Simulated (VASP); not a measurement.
Set up this calculation in VASP 6.6.1, as the native input.

| Quantity | Value |
| --- | --- |
| Task | single point |
| Functional | PBEsol |
| Potentials or basis | VASP PAW PBE potentials, release 64 (K_sv) |
| Cutoff | 520 eV |
| k mesh | 6 × 6 × 8 |
| Occupations | fermi-dirac, width 0.1 eV |
| Spin | no spin polarisation |
| Dipole correction | no |
| Further INCAR settings | ALGO = Normal; EDIFF = 1e-06; NBANDS = 20 |

The structure of K lies in POSCAR:

```
K
1.0
    7.2618253009      0.0000000000      0.0000000000
   -3.6309126505      6.2889251884      0.0000000000
    0.0000000000      0.0000000000      4.3178334786
K
3
Direct
    0.0000000000      1.0000000000      1.0000000000
    0.3333333333      0.6666666667      0.5000000000
    0.6666666667      0.3333333333      0.5000000000
```

This isn't the form of K at room conditions, which is bcc.

These files were run (other wordings do the same):

INCAR

```
SYSTEM = K
PREC     = Accurate       ! precision mode
ENCUT    = 520            ! plane-wave cutoff, eV
EDIFF    = 1E-6           ! SCF threshold, eV
ISMEAR   = -1             ! smearing method
SIGMA    = 0.1            ! smearing width, eV
LREAL    = .FALSE.        ! projectors in reciprocal space
LASPH    = .TRUE.         ! aspherical terms in the spheres
NELM     = 80             ! most SCF steps
ALGO     = Normal         ! electronic algorithm
ISIF     = 2              ! what is computed and relaxed
LWAVE    = .FALSE.        ! write WAVECAR
LCHARG   = .TRUE.         ! write CHGCAR
GGA      = PS             ! functional
LELF     = .TRUE.         ! ELF
LVHAR    = .TRUE.       
NBANDS   = 20             ! bands
```

KPOINTS

```
Automatic mesh
0
G
  6 6 8
  0 0 0
```

Potentials or basis: VASP PAW PBE potentials, release 64 (K_sv).

The run is started by

```console
$ cat potpaw_PBE.64/K_sv/POTCAR > POTCAR
$ mpirun -np 1 vasp_std > vasp.out
```

Results of the run:

```
Pressure               : 0.3 GPa
Band gap on the k mesh : zero (an odd number of electrons rules out a gap without spin polarisation)
```

Caveat: the PAW data sets were made with another functional, which shifts forces and pressure a little.

Run time: 84 s on 1 thread of Intel(R) Xeon(R) Platinum 8488C (Sapphire Rapids) (shared host), peak memory 0.33 GiB.
